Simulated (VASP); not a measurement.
A run of VASP 6.6.1 is set up as follows.

The input INCAR:

```
SYSTEM = Al8N7
PREC = Accurate
ENCUT = 520
EDIFF = 1E-7
ISMEAR = 0
SIGMA = 0.05
LREAL = Auto
LASPH = .True.
NELM = 60
ALGO = Normal
ISIF = 2
LWAVE = .False.
LCHARG = .True.
GGA = PE
LELF = .True.
LVHAR = .True.
NBANDS = 42
NELECT = 56.0
```

KPOINTS

```
Automatic mesh
0
Gamma
  4 4 4
  0 0 0
```

File POSCAR:

```
Al8N7
1.0
    0.0000000000      4.0705261175     -4.0705261175
    4.0705261175      4.0705261175      0.0000000000
    4.0705261175      0.0000000000     -4.0705261175
Al N
8 7
Direct
    0.2500000000      0.7500000000      0.2500000000
    0.2500000000      0.2500000000      0.2500000000
    0.7500000000      0.7500000000      0.2500000000
    0.7500000000      0.2500000000      0.2500000000
    0.2500000000      0.7500000000      0.7500000000
    0.2500000000      0.2500000000      0.7500000000
    0.7500000000      0.7500000000      0.7500000000
    0.7500000000      0.2500000000      0.7500000000
    0.5000000000      0.0625000000      0.0000000000
    1.0000000000      0.5000000000      0.0000000000
    1.0000000000      0.0000000000      0.0000000000
    0.5000000000      0.5000000000      0.5000000000
    0.5000000000      0.0000000000      0.5000000000
    1.0000000000      0.5000000000      0.5000000000
    1.0000000000      0.0000000000      0.5000000000
```

Potentials or basis: VASP PAW PBE potentials, release 64 (Al, N).

Launch:

```sh
$ cat potpaw_PBE.64/Al/POTCAR potpaw_PBE.64/N/POTCAR > POTCAR
$ mpirun -np 1 vasp_std > vasp.out
```

Question: What does it give for the largest force?

Answer: 3.967 eV/Å.

Forces in eV/Å, atoms in the order of the input:
```
Al   2.685 -0.194  0.000
Al   1.761 -2.652  0.000
Al   0.208  0.208 -0.031
Al   0.054  0.054 -2.530
Al   0.054  0.054  2.530
Al   0.208  0.208  0.031
Al  -0.194  2.685  0.000
Al  -2.652  1.761  0.000
N   -2.805 -2.805  0.000
N    0.484 -0.076  0.755
N   -0.076  0.484 -0.755
N   -0.076  0.484  0.755
N    0.484 -0.076 -0.755
N   -0.038 -0.038  0.000
N   -0.098 -0.098  0.000
```

Caveat: the cell carries a net charge on a neutralising background, which shifts energy and pressure; the cell differs from its parent crystal (atom 9 moved -0.125 of the way to it and +0.000 Å across, host rigid).
